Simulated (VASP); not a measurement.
# BiMo in VASP: a series of runs

Runs on BiMo. Level: PBEsol. Tasks: single point.

Everything below comes from runs of VASP 6.6.1. Logs are shortened: lines on timing, memory, paths and dates and some standing lists are left out, and cuts for length are marked.

## Step 1: The cell of the first run

It takes space group P6_3/mmc (No. 194, hexagonal). Conventional cell: a = 4.482 Å, b = 4.482 Å, c = 5.096 Å, α = 90.00°, β = 90.00°, γ = 120.00°. Mo (site symmetry -3m) has 2 Mo at 2.55 Å and 6 Bi at 2.88 Å within 3.4 Å. Bi (site symmetry -6m2) has 6 Mo at 2.88 Å and 6 Bi at 3.63 Å within 3.8 Å.

## Step 2: Single point, PBEsol (22.16 Å³/atom)

The input, INCAR:

```
SYSTEM = BiMo
PREC = Accurate
ENCUT = 520
EDIFF = 1E-7
ISMEAR = 0
SIGMA = 0.05
LREAL = .FALSE.
LASPH = .TRUE.
NELM = 100
ALGO = Fast
ISIF = 2
LWAVE = .FALSE.
LCHARG = .FALSE.
GGA = PS
NBANDS = 37
```

The input, KPOINTS:

```
Automatic mesh
0
G
  8 8 6
  0 0 0
```

The input, POSCAR:

```
BiMo
1.0
    4.4821392015      0.0000000000      0.0000000000
   -2.2410696007      3.8816464118      0.0000000000
    0.0000000000      0.0000000000      5.0956012667
Mo Bi
2 2
Direct
    0.0000000000      0.0000000000      0.0000000000
    0.0000000000      0.0000000000      0.5000000000
    0.3333333333      0.6666666667      0.2500000000
    0.6666666667      0.3333333333      0.7500000000
```

Potentials or basis: VASP PAW PBE potentials, release 64 (Mo_sv, Bi_d).

The run is started by

```console
cat potpaw_PBE.64/Mo_sv/POTCAR potpaw_PBE.64/Bi_d/POTCAR > POTCAR
mpirun -np 1 vasp_std > vasp.out
```

OUTCAR:

```text
SYSTEM = BiMo
   PREC = Accurate
   ENCUT = 520
   EDIFF = 1E-7
   ISMEAR = 0
   LREAL = .FALSE.
   LASPH = .TRUE.
   NELM = 100
   ISIF = 2
   GGA = PS

 ion  position               nearest neighbor table
   1  0.000  0.000  0.000-   2 2.55   2 2.55   4 2.88   3 2.88   3 2.88   4 2.88   4 2.88   3 2.88

   2  0.000  0.000  0.500-   1 2.55   1 2.55   4 2.88   3 2.88   3 2.88   4 2.88   4 2.88   3 2.88

   3  0.333  0.667  0.250-   1 2.88   2 2.88   1 2.88   2 2.88   1 2.88   2 2.88   4 3.63   4 3.63
                             4 3.63   4 3.63   4 3.63   4 3.63
   4  0.667  0.333  0.750-   1 2.88   2 2.88   1 2.88   2 2.88   1 2.88   2 2.88   3 3.63   3 3.63
                             3 3.63   3 3.63   3 3.63   3 3.63

  LATTYP: Found a hexagonal cell.
 ALAT       =     4.4821392015
 C/A-ratio  =     1.1368681421

  Lattice vectors:

 A1 = (   4.4821392015,   0.0000000000,   0.0000000000)
 A2 = (  -2.2410696007,   3.8816464118,   0.0000000000)
 A3 = (   0.0000000000,   0.0000000000,   5.0956012667)

Analysis of symmetry for initial positions (statically):
=====================================================================
 Subroutine PRICEL returns:
 Original cell was already a primitive cell.

 Routine SETGRP: Setting up the symmetry group for a
 hexagonal supercell.

 Subroutine GETGRP returns: Found 24 space group operations
 (whereof 12 operations were pure point group operations)
 out of a pool of 24 trial point group operations.

The static configuration has the point symmetry D_3d.
 The point group associated with its full space group is D_6h.

Analysis of symmetry for dynamics (positions and initial velocities):
=====================================================================
 Subroutine PRICEL returns:
 Original cell was already a primitive cell.

 Routine SETGRP: Setting up the symmetry group for a
 hexagonal supercell.

 Subroutine GETGRP returns: Found 24 space group operations
 (whereof 12 operations were pure point group operations)
 out of a pool of 24 trial point group operations.

The dynamic configuration has the point symmetry D_3d.
 The point group associated with its full space group is D_6h.

 Subroutine INISYM returns: Found 24 space group operations
 (whereof 12 operations are pure point group operations),
 and found     1 'primitive' translations

----------------------------------------------------------------------------------------

                                     Primitive cell

  volume of cell :      88.6537

  direct lattice vectors                    reciprocal lattice vectors
     4.482139201  0.000000000  0.000000000     0.223107752  0.128811320  0.000000000
    -2.241069601  3.881646412  0.000000000     0.000000000  0.257622641  0.000000000
     0.000000000  0.000000000  5.095601267     0.000000000  0.000000000  0.196247694

  length of vectors
     4.482139201  4.482139201  5.095601267     0.257622641  0.257622641  0.196247694

  position of ions in fractional coordinates (direct lattice)
     0.000000000  0.000000000  0.000000000
     0.000000000  0.000000000  0.500000000
     0.333333333  0.666666667  0.250000000
     0.666666667  0.333333333  0.750000000

  ion indices of the primitive-cell ions
   primitive index   ion index
                 1           1
                 2           2
                 3           3
                 4           4

----------------------------------------------------------------------------------------

 KPOINTS: Automatic mesh

Automatic generation of k-mesh.
 Grid dimensions read from file:
 generate k-points for:    8    8    6

 Generating k-lattice:

  Cartesian coordinates                     Fractional coordinates (reciprocal lattice)
     0.027888469  0.016101415  0.000000000     0.125000000  0.000000000  0.000000000
     0.000000000  0.032202830  0.000000000     0.000000000  0.125000000  0.000000000
     0.000000000  0.000000000  0.032707949     0.000000000  0.000000000  0.166666667

  Length of vectors
     0.032202830  0.032202830  0.032707949

  Shift w.r.t. Gamma in fractional coordinates (k-lattice)
     0.000000000  0.000000000  0.000000000

 Subroutine IBZKPT returns following result:
 ===========================================

 Found     40 irreducible k-points:

 Following reciprocal coordinates:
            Coordinates               Weight
  0.000000  0.000000  0.000000      1.000000
  0.125000  0.000000  0.000000      6.000000
  0.250000  0.000000  0.000000      6.000000
  0.375000  0.000000  0.000000      6.000000
  0.500000  0.000000  0.000000      3.000000
  0.125000  0.125000  0.000000      6.000000
[... 16 lines left out ...]
  0.250000  0.000000  0.333333     12.000000
  0.375000  0.000000  0.333333     12.000000
 [... further k-points ...]
   k-points           NKPTS =     40   k-points in BZ     NKDIM =     40   number of bands    NBANDS=     37
   number of dos      NEDOS =    301   number of ions     NIONS =      4
[... 29 lines left out ...]
   EMIN   =  10.00;   EMAX   =-10.00  energy-range for DOS
   EFERMI =   0.00;   METHOD = LEGACY
   ISMEAR =     0;   SIGMA  =   0.05  broadening in eV -4-tet -1-fermi 0-gaus
   EFERMI_NEDOS =   21; number of points for ismear=-14 and -15
   IALGO  =     68    algorithm
   IMIX   =      4    mixing-type and parameters
     AMIX     =   0.40;   BMIX     =  1.00
     AMIX_MAG =   1.60;   BMIX_MAG =  1.00
  volume/ion in A,a.u.               =      22.16       149.57
  Fermi-wavevector in a.u.,A,eV,Ry     =   1.421189  2.685658 27.480760  2.019779
  Thomas-Fermi vector in A             =   2.542025
   LORBIT       =      0    0 simple, 1 ext, 2 COOP (PROOUT), +10 PAW based schemes
   GGA     = PS    functional components
   LHFCALC =     F    Hartree Fock is set to
   AEXX    =    0.0000 exact exchange contribution
   IVDW    =     0    specifies the selected vdW correction
   LEPSILON=     F    determine dielectric tensor
   LRPA    =     F    only Hartree local field effects (RPA)
 non-spin polarized calculation
 RMM-DIIS sequential band-by-band and
 Gauss-broadening in eV      SIGMA  =   0.05
  energy-cutoff  :      520.00
  volume of cell :       88.65
 maximum number of plane-waves:      2413
 NGX is ok and might be reduce to    36
   NGX = 17   NGY = 17   NGZ = 19

 number of electron      58.0000013 magnetization

 Free energy of the ion-electron system (eV)
  ---------------------------------------------------
  ext. energy  EPLUGINS =         0.00000000
  ---------------------------------------------------
  free energy    TOTEN  =       -29.65235561 eV

  energy without entropy =      -29.65115218  energy(sigma->0) =      -29.65175389

 E-fermi :   9.5091     XC(G=0): -11.7073

 val. band max:        9.4577566910   @ k =   0.3750   0.2500   0.0000
 cond. band min:       9.5292580163   @ k =   0.5000   0.0000   0.5000
 fundamental gap:      0.0715013253
 Fermi energy:         9.5091239161

 k-point     1 :       0.0000    0.0000    0.0000
  band No.  band energies     occupation
      1     -51.0255      2.00000
      2     -50.7836      2.00000
      3     -25.9565      2.00000
      4     -25.1842      2.00000
      5     -25.1842      2.00000
      6     -24.9643      2.00000
[... 29 lines left out ...]
     36      14.9399      0.00000
     37      15.5976      0.00000

 k-point     2 :       0.1250    0.0000    0.0000
  band No.  band energies     occupation
      1     -51.0255      2.00000
      2     -50.7836      2.00000
      3     -25.9561      2.00000
      4     -25.1856      2.00000
      5     -25.1842      2.00000
      6     -24.9649      2.00000
[... 29 lines left out ...]
     36      14.5345      0.00000
     37      14.8145      0.00000

 k-point     3 :       0.2500    0.0000    0.0000
  band No.  band energies     occupation
      1     -51.0253      2.00000
      2     -50.7835      2.00000
      3     -25.9552      2.00000
      4     -25.1890      2.00000
      5     -25.1841      2.00000
      6     -24.9664      2.00000
[... 29 lines left out ...]
     36      14.3355      0.00000
     37      14.6657      0.00000
[... 761 lines left out ...]
 k-point    23 :       0.2500    0.0000    0.3333
  band No.  band energies     occupation
      1     -50.9661      2.00000
      2     -50.8452      2.00000
      3     -25.5561      2.00000
      4     -25.1342      2.00000
      5     -25.1304      2.00000
      6     -25.0229      2.00000
[... 29 lines left out ...]
     36      13.6224      0.00000
     37      15.7694      0.00000

 k-point    24 :       0.3750    0.0000    0.3333
  band No.  band energies     occupation
      1     -50.9660      2.00000
      2     -50.8452      2.00000
      3     -25.5554      2.00000
      4     -25.1372      2.00000
      5     -25.1307      2.00000
      6     -25.0249      2.00000
[... 29 lines left out ...]
     36      13.5204      0.00000
     37      15.3968      0.00000

 [... further k-points ...]

------------------------ aborting loop because EDIFF is reached ----------------------------------------

  FORCE on cell =-STRESS in cart. coord.  units (eV):
  Direction    XX          YY          ZZ          XY          YZ          ZX
  --------------------------------------------------------------------------------------
  -------------------------------------------------------------------------------------
  Total        1.4714710      1.4714710      1.4805648      0.0000000      0.0000000      0.0000000
  in kB       26.5928903     26.5928903     26.7572367      0.0000000      0.0000000      0.0000000
  external PRESSURE =      26.6476725 kB  Pullay stress =       0.0000000 kB

 VOLUME and BASIS-vectors are now :
 -----------------------------------------------------------------------------
  energy-cutoff  :      520.00
  volume of cell :       88.65
      direct lattice vectors                 reciprocal lattice vectors
     4.482139201  0.000000000  0.000000000     0.223107752  0.128811320  0.000000000
    -2.241069601  3.881646412  0.000000000     0.000000000  0.257622641  0.000000000
     0.000000000  0.000000000  5.095601267     0.000000000  0.000000000  0.196247694

 POSITION                                       TOTAL-FORCE (eV/Angst)
 -----------------------------------------------------------------------------------
      0.00000      0.00000      0.00000        -0.000000      0.000000      0.000000
      0.00000      0.00000      2.54780        -0.000000      0.000000      0.000000
     -0.00000      2.58776      1.27390         0.000000      0.000000     -0.000000
      2.24107      1.29388      3.82170         0.000000      0.000000      0.000000
 -----------------------------------------------------------------------------------
    total drift:                               -0.000000      0.000000     -0.000000

  FREE ENERGIE OF THE ION-ELECTRON SYSTEM (eV)
  ---------------------------------------------------
  free  energy   TOTEN  =       -29.6523556094 eV

  energy  without entropy=      -29.6511521798  energy(sigma->0) =      -29.65175389
```

Run time: 2.9 min. Hardware: 1 thread of Oxide Virtual Turin-like, shared host; peak memory 0.25 GiB.

Results:

```
Free energy            : -29.6524 eV
Pressure               : 2.7 GPa
Band gap on the k mesh : zero (bands 29 and 30 overlap by 1.62 eV)
```

Caveat: the PAW data sets were made with another functional, which shifts forces and pressure a little; spin-orbit coupling is left out, which moves the levels of the heavy elements.

## Step 3: Single point, PBEsol (23.07 Å³/atom)

This run uses another cell than the first one, of 23.07 Å³/atom.

The input, INCAR:

```
SYSTEM = BiMo
PREC     = Accurate       ! precision mode
ENCUT    = 520            ! plane-wave cutoff, eV
EDIFF    = 1E-6           ! SCF threshold, eV
ISMEAR   = 0              ! smearing method
SIGMA    = 0.05           ! smearing width, eV
LREAL    = .False.        ! projectors in reciprocal space
LASPH    = .True.         ! aspherical terms in the spheres
NELM     = 100            ! most SCF steps
ALGO     = Fast           ! electronic algorithm
ISIF     = 2              ! what is computed and relaxed
LWAVE    = .False.        ! write WAVECAR
LCHARG   = .False.        ! write CHGCAR
GGA      = PS             ! functional
NBANDS   = 37             ! bands
```

The input, KPOINTS:

```
Automatic mesh
0
Gamma
  8 8 6
  0 0 0
```

The input, POSCAR:

```
BiMo
1.0
    4.5687824405      0.0000000000      0.0000000000
   -2.2843912202      3.9566816579      0.0000000000
    0.0000000000      0.0000000000      5.1043360329
Mo Bi
2 2
Direct
    0.0000000000      0.0000000000      0.0000000000
    0.0000000000      0.0000000000      0.5000000000
    0.3333333333      0.6666666667      0.2500000000
    0.6666666667      0.3333333333      0.7500000000
```

Potentials or basis: VASP PAW PBE potentials, release 64 (Mo_sv, Bi_d).

The run is started by

```console
cat potpaw_PBE.64/Mo_sv/POTCAR potpaw_PBE.64/Bi_d/POTCAR > POTCAR
mpirun -np 1 vasp_std > vasp.out
```

Wall time 2.3 min (1 thread of Oxide Virtual Turin-like, shared host); peak memory 0.25 GiB.

Results (log left out):

```yaml
Free_energy: -29.6580 eV
Pressure: -2.1 GPa
Band_gap_on_the_k_mesh: zero (bands 29 and 30 overlap by 1.53 eV)
```

Levels at points of the mesh, in eV from the Fermi level:
| k point | band 25 | band 26 | band 27 | band 28 | band 29 | band 30 | band 31 | band 32 | band 33 | band 34 |
| --- | --- | --- | --- | --- | --- | --- | --- | --- | --- | --- |
| (0.00, 0.00, 0.00) | -2.06 | -2.06 | 0.16 | 0.16 | 0.76 | 0.76 | 2.80 | 2.80 | 2.80 | 3.25 |
| (0.50, 0.00, 0.00) | -2.05 | -1.50 | -1.32 | -1.12 | -0.84 | 0.59 | 0.94 | 1.12 | 2.68 | 2.82 |
| (0.00, 0.00, 0.50) | -1.54 | -1.54 | -0.55 | -0.55 | -0.55 | -0.55 | 0.34 | 0.34 | 4.24 | 4.24 |
| (0.50, 0.00, 0.50) | -1.07 | -1.07 | -0.09 | -0.09 | -0.07 | -0.07 | 0.08 | 0.08 | 2.45 | 2.45 |

Caveat: the PAW data sets were made with another functional, which shifts forces and pressure a little; spin-orbit coupling is left out, which moves the levels of the heavy elements.

## Step 4: Single point, PBEsol (23.52 Å³/atom)

This run uses another cell than the first one, of 23.52 Å³/atom.

The input, INCAR:

```
  ALGO = Fast
  EDIFF = 1E-6
  ENCUT = 520
  GGA = PS
  ISIF = 2
  ISMEAR = 0
  LASPH = T
  LCHARG = F
  LREAL = F
  LWAVE = F
  NBANDS = 37
  NELM = 100
  PREC = Accurate
  SIGMA = 0.05
```

The input, KPOINTS:

```
k-points
0
Gamma
  8 8 6
```

The input, POSCAR:

```
BiMo
1.0
    4.6109716991      0.0000000000      0.0000000000
   -2.3054858496      3.9932186276      0.0000000000
    0.0000000000      0.0000000000      5.1096184079
Mo Bi
2 2
Direct
    0.0000000000      0.0000000000      0.0000000000
    0.0000000000      0.0000000000      0.5000000000
    0.3333333333      0.6666666667      0.2500000000
    0.6666666667      0.3333333333      0.7500000000
```

The run is started by

```console
cat potpaw_PBE.64/Mo_sv/POTCAR potpaw_PBE.64/Bi_d/POTCAR > POTCAR
mpirun -np 1 vasp_std > vasp.out
```

Run time: 3.1 min. Hardware: 1 thread of Oxide Virtual Turin-like, shared host; peak memory 0.24 GiB.

It converged, with:

```yaml
Free_energy: -29.6235 eV
Pressure: -4.1 GPa
Band_gap_on_the_k_mesh: zero (bands 29 and 30 overlap by 1.49 eV)
```

Stress tensor (GPa, compression positive):
```
-4.12  0.00  0.00
 0.00 -4.12  0.00
 0.00  0.00 -4.03
```

Levels at points of the mesh, in eV from the Fermi level:
```
           k point  band 27  band 28  band 29  band 30  band 31  band 32
(0.00, 0.00, 0.00)     0.20     0.20     0.72     0.72     2.81     2.82
(0.50, 0.00, 0.00)    -1.31    -1.05    -0.81     0.62     0.86     1.13
(0.00, 0.00, 0.50)    -0.52    -0.52    -0.52    -0.52     0.32     0.32
(0.50, 0.00, 0.50)    -0.07    -0.07    -0.05    -0.05     0.10     0.10
```

Caveat: the cell stands under tension; the PAW data sets were made with another functional, which shifts forces and pressure a little; spin-orbit coupling is left out, which moves the levels of the heavy elements.

## Step 5: Single point, PBEsol

The input, INCAR:

```
SYSTEM = BiMo
ALGO = Fast
EDIFF = 1E-7
ENCUT = 520
GGA = PS
ISIF = 2
ISMEAR = 0
LASPH = .True.
LCHARG = .False.
LREAL = .False.
LWAVE = .False.
NBANDS = 37
NELM = 80
PREC = Accurate
SIGMA = 0.05
```

The input, KPOINTS:

```
k-points
0
Gamma
  8 8 6
  0 0 0
```

The input, POSCAR:

```
BiMo
1.0
    4.4339438347      0.0000000000      0.0000000000
   -2.2169719174      3.9182734692      0.0000000000
    0.0000000000      0.0000000000      5.1028384350
Mo Bi
2 2
Direct
    0.0000000000      0.0000000000      0.0000000000
    0.0000000000      0.0000000000      0.5000000000
    0.3333333333      0.6666666667      0.2500000000
    0.6666666667      0.3333333333      0.7500000000
```

The run is started by

```console
cat potpaw_PBE.64/Mo_sv/POTCAR potpaw_PBE.64/Bi_d/POTCAR > POTCAR
mpirun -np 1 vasp_std > vasp.out
```

It took 5.2 min on 1 thread of Oxide Virtual Turin-like, shared host; peak memory 0.34 GiB.

Results (log left out):

```yaml
Free_energy: -29.6452 eV
Pressure: 2.6 GPa
Largest_force: 0.198 eV/Å
Band_gap_on_the_k_mesh: zero (bands 29 and 30 overlap by 1.54 eV)
```

Forces in eV/Å, atoms in the order of the input:
```
Mo   0.000  0.000  0.000
Mo   0.000  0.000  0.000
Bi   0.000 -0.198  0.000
Bi   0.000  0.198  0.000
```

Stress tensor (GPa, compression positive):
```
3.99 0.00 0.00
0.00 1.51 0.00
0.00 0.00 2.45
```

Levels at points of the mesh, in eV from the Fermi level:
```csv
k point,band 26,band 27,band 28,band 29,band 30,band 31,band 32,band 33
"(0.00, 0.00, 0.00)",-2.10,0.04,0.09,0.79,0.91,2.73,2.73,2.78
"(0.50, 0.00, 0.00)",-1.65,-1.31,-1.26,-0.86,0.54,1.13,1.16,2.59
"(0.00, 0.50, 0.00)",-1.74,-1.30,-1.30,-0.90,0.52,1.06,1.06,2.59
"(0.00, 0.00, 0.50)",-1.65,-0.65,-0.65,-0.59,-0.59,0.40,0.40,4.42
"(0.50, 0.00, 0.50)",-1.20,-0.15,-0.15,-0.10,-0.10,0.04,0.04,2.51
"(0.00, 0.50, 0.50)",-1.14,-0.14,-0.14,-0.12,-0.12,0.00,0.00,2.59
```

Caveat: the PAW data sets were made with another functional, which shifts forces and pressure a little; spin-orbit coupling is left out, which moves the levels of the heavy elements.

## Step 6: The runs side by side

```csv
cell,further INCAR settings,gap on the mesh (eV),pressure (GPa)
"a = 4.482, b = 4.482, c = 5.096 Å, angles 90.0, 90.0, 120.0°, 4 atoms",ALGO = Fast; EDIFF = 1e-07; NBANDS = 37,none,2.7
"a = 4.569, b = 4.569, c = 5.104 Å, angles 90.0, 90.0, 120.0°, 4 atoms",ALGO = Fast; EDIFF = 1e-06; NBANDS = 37,none,-2.1
"a = 4.611, b = 4.611, c = 5.110 Å, angles 90.0, 90.0, 120.0°, 4 atoms",ALGO = Fast; EDIFF = 1e-06; NBANDS = 37,none,-4.1
"a = 4.434, b = 4.502, c = 5.103 Å, angles 90.0, 90.0, 119.5°, 4 atoms",ALGO = Fast; EDIFF = 1e-07; NBANDS = 37,none,2.6
```

Alike in all rows: task single point; level PBEsol; potentials or basis VASP PAW PBE potentials, release 64 (Mo_sv, Bi_d); no spin polarisation; k mesh 8 × 8 × 6; cutoff (eV) 520; smearing gaussian 0.05 eV.

Caveats: the PAW data sets were made with another functional, which shifts forces and pressure a little; spin-orbit coupling is left out, which moves the levels of the heavy elements; the cell stands under tension (at least some runs).

Absolute energies hang on the potentials; compare differences alone.

The gap in the log of VASP goes by the Fermi energy; the results here count the filled bands.